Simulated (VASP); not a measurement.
# PbS (rocksalt type) (Fm-3m) in VASP: a series of runs, part 2 of 2

VASP 6.6.1. Earlier steps stand in the parts before.

### 5 Relaxation of cell and atoms, PBE

This run uses another cell than the first one, of 19.54 Å³/atom, 1.162 times its volume.

Contents of INCAR:

```
SYSTEM = PbS
PREC = Accurate
ENCUT = 600
EDIFF = 1E-6
ISMEAR = -1
SIGMA = 0.05
LREAL = .False.
LASPH = .True.
NELM = 60
ALGO = Normal
ISIF = 3
LWAVE = .False.
LCHARG = .False.
GGA = PE
IBRION = 2
NSW = 60
EDIFFG = -0.005
```

Contents of KPOINTS:

```
regular mesh
0
Gamma
  13 13 13
  0 0 0
```

Contents of POSCAR:

```
PbS
1.0
    0.0000000000      2.6934405028      2.6934405028
    2.6934405028      0.0000000000      2.6934405028
    2.6934405028      2.6934405028      0.0000000000
Pb S
1 1
Direct
    0.0000000000      0.0000000000      0.0000000000
    0.5000000000      0.5000000000      0.5000000000
```

The run is started by

```sh
> cat potpaw_PBE.64/Pb_d/POTCAR potpaw_PBE.64/S/POTCAR > POTCAR
> mpirun -np 1 vasp_std > vasp.out
```

Wall time 51 s (1 thread of Intel Xeon 6975P-C (Granite Rapids), shared host); peak memory 0.21 GiB.

Results (log left out):

```yaml
Free_energy: -8.7639 eV
Relaxed_volume: 27.09 Å³/atom
Relaxed_cell: a = 4.247 Å, b = 4.247 Å, c = 4.247 Å, α = 60.00°, β = 60.00°, γ = 60.00°
Space_group_after_relaxing_to_0.05_Å: Fm-3m (No. 225)
Energy_gained_by_relaxing: 611.8 meV/atom
Ionic_steps: 3
Pressure_after_relaxing: 0.0 GPa
```

Step by step:
```tsv
step	energy change (eV)	largest force (eV/Å)	pressure (GPa)	volume (Å³)
1	0.0000	0.0000	34.40	39.08
2	-0.8418	0.0000	-7.24	67.93
3	-1.2236	0.0000	0.01	54.18
```

Final structure:
```
CELL_PARAMETERS angstrom
0.00000 3.00336 3.00336
3.00336 0.00000 3.00336
3.00336 3.00336 0.00000
ATOMIC_POSITIONS crystal
Pb 0.00000 0.00000 0.00000
S 0.50000 0.50000 0.50000
```

Levels at points of the mesh, in eV from the Fermi level:
| k point | band 6 | band 7 | band 8 | band 9 | band 10 | band 11 | band 12 | band 13 | band 14 |
| --- | --- | --- | --- | --- | --- | --- | --- | --- | --- |
| (0.00, 0.00, 0.00) | -13.48 | -6.32 | -2.21 | -2.21 | -2.21 | 4.88 | 4.88 | 4.88 | 6.60 |

Caveat: this odd mesh misses L, where the gap lies, so gap, dielectric constants and Born charges aren't listed; the volume moved by over 15 % at a fixed basis, so the end points are rough; spin-orbit coupling is left out, which moves the levels of the heavy elements.

### 6 Relaxation of cell and atoms, PBE, target pressure 68 GPa, at which the enthalpy is minimised

Contents of INCAR:

```
SYSTEM = PbS
  PREC = Accurate
  ENCUT = 600
  EDIFF = 1E-7
  ISMEAR = -1
  SIGMA = 0.05
  LREAL = .False.
  LASPH = .True.
  NELM = 60
  ALGO = Normal
  ISIF = 3
  LWAVE = .False.
  LCHARG = .False.
  GGA = PE
  IBRION = 2
  NSW = 32
  EDIFFG = -0.005
  PSTRESS = 680.0
```

Contents of KPOINTS:

```
regular mesh
0
Gamma
  14 14 14
  0 0 0
```

Contents of POSCAR:

```
PbS
1.0
    0.0000000000      2.5604714191      2.5604714191
    2.5604714191      0.0000000000      2.5604714191
    2.5604714191      2.5604714191      0.0000000000
Pb S
1 1
Direct
    0.0000000000      0.0000000000      0.0000000000
    0.5000000000      0.5000000000      0.5000000000
```

Potentials or basis: VASP PAW PBE potentials, release 64 (Pb_d, S).

The run is started by

```sh
> cat potpaw_PBE.64/Pb_d/POTCAR potpaw_PBE.64/S/POTCAR > POTCAR
> mpirun -np 1 vasp_std > vasp.out
```

OUTCAR:

```text
SYSTEM = PbS
   PREC = Accurate
   ENCUT = 600
   EDIFF = 1E-7
   ISMEAR = -1
   LREAL = .False.
   LASPH = .True.
   NELM = 60
   ISIF = 3
   GGA = PE
   IBRION = 2
   NSW = 32
   EDIFFG = -0.005
   PSTRESS = 680.0

 ion  position               nearest neighbor table
   1  0.000  0.000  0.000-   2 2.56   2 2.56   2 2.56   2 2.56   2 2.56   2 2.56
   2  0.500  0.500  0.500-   1 2.56   1 2.56   1 2.56   1 2.56   1 2.56   1 2.56

  LATTYP: Found a face centered cubic cell.
 ALAT       =     5.1209428382

[... 592 lines left out ...]
     12      15.9348      0.00000
     13      16.9356      0.00000
     14      18.3230      0.00000

 [... further k-points ...]
[... 5 lines left out ...]
  --------------------------------------------------------------------------------------
  -------------------------------------------------------------------------------------
  Total       14.2396440     14.2396440     14.2396440      0.0000000      0.0000000     -0.0000000
  in kB      679.5476595    679.5476595    679.5476595      0.0000000      0.0000000     -0.0000000
  external PRESSURE =      -0.4523405 kB  Pullay stress =     680.0000000 kB

 VOLUME and BASIS-vectors are now :
 -----------------------------------------------------------------------------
  energy-cutoff  :      600.00
  volume of cell :       33.57
      direct lattice vectors                 reciprocal lattice vectors
     0.000000000  2.560471419  2.560471419    -0.195276540  0.195276540  0.195276540
     2.560471419  0.000000000  2.560471419     0.195276540 -0.195276540  0.195276540
     2.560471419  2.560471419  0.000000000     0.195276540  0.195276540 -0.195276540

 POSITION                                       TOTAL-FORCE (eV/Angst)
 -----------------------------------------------------------------------------------
      0.00000      0.00000      0.00000        -0.000000     -0.000000     -0.000000
      2.56047      2.56047      2.56047         0.000000      0.000000      0.000000
 -----------------------------------------------------------------------------------
    total drift:                               -0.000000      0.000000      0.000000

  FREE ENERGIE OF THE ION-ELECTRON SYSTEM (eV)
  ---------------------------------------------------
  free  energy   TOTEN  =        -5.8385903278 eV

  energy  without entropy=       -5.8356940922  energy(sigma->0) =       -5.83714221

  enthalpy is  TOTEN    =         8.4105322769 eV   P V=       14.2491226047

 reached required accuracy - stopping structural energy minimisation
```

OSZICAR:

```text
N       E                     dE             d eps       ncg     rms          rms(c)
DAV:   1     0.174651366293E+03    0.17465E+03   -0.11326E+04  2930   0.190E+03
DAV:   2     0.653174780163E+01   -0.16812E+03   -0.16403E+03  3098   0.418E+02
DAV:   3    -0.586854850436E+01   -0.12400E+02   -0.12168E+02  3826   0.111E+02
DAV:   4    -0.615504099468E+01   -0.28649E+00   -0.28620E+00  3318   0.173E+01
DAV:   5    -0.616397577209E+01   -0.89348E-02   -0.89344E-02  4286   0.325E+00    0.142E+01
DAV:   6    -0.586090933185E+01    0.30307E+00   -0.58532E-01  3994   0.111E+01    0.858E+00
DAV:   7    -0.584263367054E+01    0.18276E-01   -0.26175E-01  4030   0.439E+00    0.202E+00
DAV:   8    -0.583862434592E+01    0.40093E-02   -0.39664E-02  4134   0.301E+00    0.631E-01
DAV:   9    -0.583860374324E+01    0.20603E-04   -0.24994E-03  3826   0.745E-01    0.251E-01
DAV:  10    -0.583858973988E+01    0.14003E-04   -0.36353E-04  4180   0.277E-01    0.448E-02
DAV:  11    -0.583859039298E+01   -0.65310E-06   -0.38802E-05  4270   0.872E-02    0.108E-02
DAV:  12    -0.583859025810E+01    0.13488E-06   -0.75932E-06  3488   0.348E-02    0.734E-03
DAV:  13    -0.583859032776E+01   -0.69663E-07   -0.61650E-07  3680   0.760E-03
   1 F= 0.84105323E+01 E0= 0.84119804E+01  d E =0.841053E+01
```

It took 27 s on 1 thread of Intel Xeon 6975P-C (Granite Rapids), shared host; peak memory 0.21 GiB.

Results:

```
Free energy             : -5.8386 eV
Pressure after relaxing : 68.0 GPa
Band gap on the k mesh  : zero (band 10 reaches 12.77 eV, above the bottom of band 11 at 12.66 eV)
```

Final structure:
```cif
data_structure
_symmetry_space_group_name_H-M 'P 1'
_symmetry_Int_Tables_number 1
_cell_length_a 3.6211
_cell_length_b 3.6211
_cell_length_c 3.6211
_cell_angle_alpha 60.000
_cell_angle_beta 60.000
_cell_angle_gamma 60.000
_cell_volume 33.57
loop_
_atom_site_label
_atom_site_type_symbol
_atom_site_fract_x
_atom_site_fract_y
_atom_site_fract_z
_atom_site_occupancy
Pb1 Pb 0.00000 0.00000 0.00000 1
S1 S 0.50000 0.50000 0.50000 1
```

Levels at points of the mesh, in eV from the Fermi level:
```
           k point  band 6  band 7  band 8  band 9  band 10  band 11  band 12  band 13  band 14
(0.00, 0.00, 0.00)  -18.00   -4.45   -4.45   -4.45    -4.41     5.68     5.68     5.68     7.00
(0.50, 0.00, 0.00)  -15.73  -12.15   -3.34   -3.34    -0.87     0.78     0.78     1.64     9.28
(0.50, 0.50, 0.00)  -13.61   -9.49   -7.83   -6.60    -6.60     1.93     7.49     7.98     7.98
```

Caveat: the relaxation stopped at its first step, so nothing moved; the cell is relaxed towards a set pressure, so the enthalpy falls and the energy may rise; spin-orbit coupling is left out, which moves the levels of the heavy elements.

### 7 Relaxation of cell and atoms, PBE, target pressure 68 GPa, at which the enthalpy is minimised

Contents of INCAR:

```
SYSTEM = PbS
ALGO = Normal
EDIFF = 1E-7
EDIFFG = -0.005
ENCUT = 600
GGA = PE
IBRION = 2
ISIF = 3
ISMEAR = -1
LASPH = .True.
LCHARG = .False.
LREAL = .False.
LWAVE = .False.
NELM = 60
NSW = 60
PREC = Accurate
PSTRESS = 680.0
SIGMA = 0.05
```

Contents of KPOINTS:

```
k-points
0
Gamma
  14 14 14
  0 0 0
```

Contents of POSCAR:

```
PbS
1.0
    0.0000000000      2.5617233936      2.5617233936
    2.5617233936      0.0000000000      2.5617233936
    2.5617233936      2.5617233936      0.0000000000
Pb S
1 1
Direct
    0.0000000000      0.0000000000      0.0000000000
    0.5000000000      0.5000000000      0.5000000000
```

Potentials or basis: VASP PAW PBE potentials, release 64 (Pb_d, S).

The run is started by

```sh
> cat potpaw_PBE.64/Pb_d/POTCAR potpaw_PBE.64/S/POTCAR > POTCAR
> mpirun -np 1 vasp_std > vasp.out
```

OUTCAR:

```text
SYSTEM = PbS
   EDIFF = 1E-7
   EDIFFG = -0.005
   ENCUT = 600
   GGA = PE
   IBRION = 2
   ISIF = 3
   ISMEAR = -1
   LASPH = .True.
   LREAL = .False.
   NELM = 60
   NSW = 60
   PREC = Accurate
   PSTRESS = 680.0

 ion  position               nearest neighbor table
   1  0.000  0.000  0.000-   2 2.56   2 2.56   2 2.56   2 2.56   2 2.56   2 2.56
   2  0.500  0.500  0.500-   1 2.56   1 2.56   1 2.56   1 2.56   1 2.56   1 2.56

  LATTYP: Found a face centered cubic cell.
 ALAT       =     5.1234467872

  Lattice vectors:

 A1 = (   0.0000000000,   2.5617233936,   2.5617233936)
 A2 = (   2.5617233936,   0.0000000000,   2.5617233936)
 A3 = (   2.5617233936,   2.5617233936,   0.0000000000)

Analysis of symmetry for initial positions (statically):
=====================================================================
 Subroutine PRICEL returns:
 Original cell was already a primitive cell.

 Routine SETGRP: Setting up the symmetry group for a
 face centered cubic supercell.

 Subroutine GETGRP returns: Found 48 space group operations
 (whereof 48 operations were pure point group operations)
 out of a pool of 48 trial point group operations.

The static configuration has the point symmetry O_h .

Analysis of symmetry for dynamics (positions and initial velocities):
=====================================================================
 Subroutine PRICEL returns:
 Original cell was already a primitive cell.

 Routine SETGRP: Setting up the symmetry group for a
 face centered cubic supercell.

 Subroutine GETGRP returns: Found 48 space group operations
 (whereof 48 operations were pure point group operations)
 out of a pool of 48 trial point group operations.

The dynamic configuration has the point symmetry O_h .

 Subroutine INISYM returns: Found 48 space group operations
 (whereof 48 operations are pure point group operations),
 and found     1 'primitive' translations

----------------------------------------------------------------------------------------

[... 128 lines left out ...]
 NGX is ok and might be reduce to    30
   NGX = 15   NGY = 15   NGZ = 15

--------------------------------------- Ionic step        1  -------------------------------------------

 number of electron      20.0000003 magnetization

 Free energy of the ion-electron system (eV)
  ---------------------------------------------------
  ext. energy  EPLUGINS =         0.00000000
  ---------------------------------------------------
  free energy    TOTEN  =        -5.85943699 eV

  energy without entropy =       -5.85653376  energy(sigma->0) =       -5.85798538

------------------------ aborting loop because EDIFF is reached ----------------------------------------

  FORCE on cell =-STRESS in cart. coord.  units (eV):
  Direction    XX          YY          ZZ          XY          YZ          ZX
  --------------------------------------------------------------------------------------
  -------------------------------------------------------------------------------------
  Total       14.1758405     14.1758405     14.1758405      0.0000000     -0.0000000     -0.0000000
  in kB      675.5114319    675.5114319    675.5114319      0.0000000     -0.0000000     -0.0000000
  external PRESSURE =      -4.4885681 kB  Pullay stress =     680.0000000 kB
[... 63 lines left out ...]
--------------------------------------- Ionic step        3  -------------------------------------------

 number of electron      20.0000003 magnetization

 Free energy of the ion-electron system (eV)
  ---------------------------------------------------
  ext. energy  EPLUGINS =         0.00000000
  ---------------------------------------------------
  free energy    TOTEN  =        -5.83599859 eV

  energy without entropy =       -5.83310339  energy(sigma->0) =       -5.83455099

 E-fermi :  12.6675     XC(G=0): -11.9427

 val. band max:       12.6619894141   @ k =   0.5000   0.0714   0.0000
 cond. band min:      12.6871835706   @ k =  -0.4286   0.1429   0.0714
 fundamental gap:      0.0251941565
 Fermi energy:        12.6675361723

 k-point     1 :       0.0000    0.0000    0.0000
  band No.  band energies     occupation
      1      -5.7304      2.00000
      2      -5.3397      2.00000
      3      -5.3397      2.00000
      4      -5.3315      2.00000
      5      -5.3315      2.00000
      6      -5.3315      2.00000
      7       8.2130      2.00000
      8       8.2130      2.00000
      9       8.2130      2.00000
     10       8.2607      2.00000
     11      18.3479      0.00000
     12      18.3479      0.00000
     13      18.3479      0.00000
     14      19.6663      0.00000
[... 377 lines left out ...]
      1      -5.7291      2.00000
      2      -5.3719      2.00000
      3      -5.3592      2.00000
      4      -5.2488      2.00000
      5      -5.1873      2.00000
      6      -4.3387      2.00000
      7       3.9021      2.00000
      8       7.6710      2.00000
      9       8.0582      2.00000
     10      11.4266      2.00000
     11      14.3268      0.00000
     12      15.9378      0.00000
     13      16.9388      0.00000
     14      18.3264      0.00000

 [... further k-points ...]
[... 5 lines left out ...]
  --------------------------------------------------------------------------------------
  -------------------------------------------------------------------------------------
  Total       14.2475647     14.2475647     14.2475647     -0.0000000      0.0000000     -0.0000000
  in kB      680.0499813    680.0499813    680.0499813     -0.0000000      0.0000000     -0.0000000
  external PRESSURE =       0.0499813 kB  Pullay stress =     680.0000000 kB
[... 21 lines left out ...]
  energy  without entropy=       -5.8331033851  energy(sigma->0) =       -5.83455099

  enthalpy is  TOTEN    =         8.4105189252 eV   P V=       14.2465175143

 reached required accuracy - stopping structural energy minimisation
```

OSZICAR:

```text
N       E                     dE             d eps       ncg     rms          rms(c)
DAV:   1     0.171558886744E+03    0.17156E+03   -0.11275E+04  2942   0.190E+03
DAV:   2     0.587566935183E+01   -0.16568E+03   -0.16202E+03  3098   0.412E+02
[... 25 lines left out ...]
DAV:   3    -0.583600017970E+01    0.71302E-03   -0.26651E-03  3696   0.129E+00    0.234E-02
DAV:   4    -0.583600273839E+01   -0.25587E-05   -0.97551E-05  3020   0.105E-01    0.200E-02
DAV:   5    -0.583599935064E+01    0.33878E-05   -0.90918E-06  4318   0.538E-02    0.507E-03
DAV:   6    -0.583599791091E+01    0.14397E-05   -0.19501E-06  3786   0.182E-02    0.343E-03
DAV:   7    -0.583599864897E+01   -0.73805E-06   -0.21947E-07  2872   0.465E-03    0.108E-03
DAV:   8    -0.583599858912E+01    0.59843E-07   -0.69344E-09  1618   0.103E-03
   3 F= 0.84105189E+01 E0= 0.84119665E+01  d E =-.787719E-04
```

CONTCAR:

```text
PbS
   1.00000000000000
     0.0000000000000000    2.5603153705223534    2.5603153705223534
     2.5603153705223534   -0.0000000000000000    2.5603153705223534
     2.5603153705223534    2.5603153705223534   -0.0000000000000000
  Pb              S
     1     1
Direct
     0.0000000000000000    0.0000000000000000    0.0000000000000000
     0.5000000000000000    0.5000000000000000    0.5000000000000000

  0.00000000E+00  0.00000000E+00  0.00000000E+00
  0.00000000E+00  0.00000000E+00  0.00000000E+00
```

It took 58 s on 1 thread of Intel Xeon 6975P-C (Granite Rapids), shared host; peak memory 0.22 GiB.

What came out:

| Property | Result |
| --- | --- |
| Free energy | -5.8360 eV |
| Relaxed volume | 16.78 Å³/atom |
| Relaxed cell | a = 3.621 Å, b = 3.621 Å, c = 3.621 Å, α = 60.00°, β = 60.00°, γ = 60.00° |
| Space group after relaxing (to 0.05 Å) | Fm-3m (No. 225) |
| Energy change on relaxing (the enthalpy is what falls) | +11.7 meV/atom |
| Ionic steps | 3 |
| Pressure after relaxing | 68.0 GPa |
| Band gap on the k mesh | zero (band 10 reaches 12.78 eV, above the bottom of band 11 at 12.66 eV) |

The path:
```
step  energy change (eV)  largest force (eV/Å)  pressure (GPa)  volume (Å³)
   1              0.0000                0.0000           67.55        33.62
   2              0.0977                0.0000           69.46        33.39
   3              0.0234                0.0000           68.00        33.57
```

Final structure:
```xyz
2
Lattice="0.0000 2.5603 2.5603 2.5603 0.0000 2.5603 2.5603 2.5603 0.0000" Properties=species:S:1:pos:R:3 pbc="T T T"
Pb    0.0000    0.0000    0.0000
S     2.5603    2.5603    2.5603
```

Caveat: the cell is relaxed towards a set pressure, so the enthalpy falls and the energy may rise; spin-orbit coupling is left out, which moves the levels of the heavy elements.

### 8 Summary

| task | cell | k mesh | cutoff (eV) | gap on the mesh (eV) | pressure (GPa) |
| --- | --- | --- | --- | --- | --- |
| single point | a = 3.623 Å, angles 60.0°, 2 atoms | 14 × 14 × 14 | 520 | none | 67.5 |
| single point | a = 3.621 Å, angles 60.0°, 2 atoms | 14 × 14 × 14 | 520 | none | 67.9 |
| single point | a = 4.249 Å, angles 60.0°, 2 atoms | 13 × 13 × 13 | 520 | - | -0.1 |
| relaxation of cell and atoms | relaxed from a = 3.809 Å, angles 60.0°, 2 atoms | 13 × 13 × 13 | 600 | - | 0.0 |
| relaxation of cell and atoms | relaxed to 68 GPa from a = 3.621 Å, angles 60.0°, 2 atoms | 14 × 14 × 14 | 600 | none | 68.0 |
| relaxation of cell and atoms | relaxed to 68 GPa from a = 3.623 Å, angles 60.0°, 2 atoms | 14 × 14 × 14 | 600 | none | 68.0 |

Alike in all rows: level PBE; potentials or basis VASP PAW PBE potentials, release 64 (Pb_d, S); no spin polarisation; smearing fermi-dirac 0.05 eV.

Caveats: spin-orbit coupling is left out, which moves the levels of the heavy elements; the cell is relaxed towards a set pressure, so the enthalpy falls and the energy may rise (some runs); the volume moved by over 15 % at a fixed basis, so the end points are rough (some runs); the relaxation stopped at its first step, so nothing moved (some runs).

Total energies depend on the potentials used, so only differences within one code and one set of settings carry meaning.
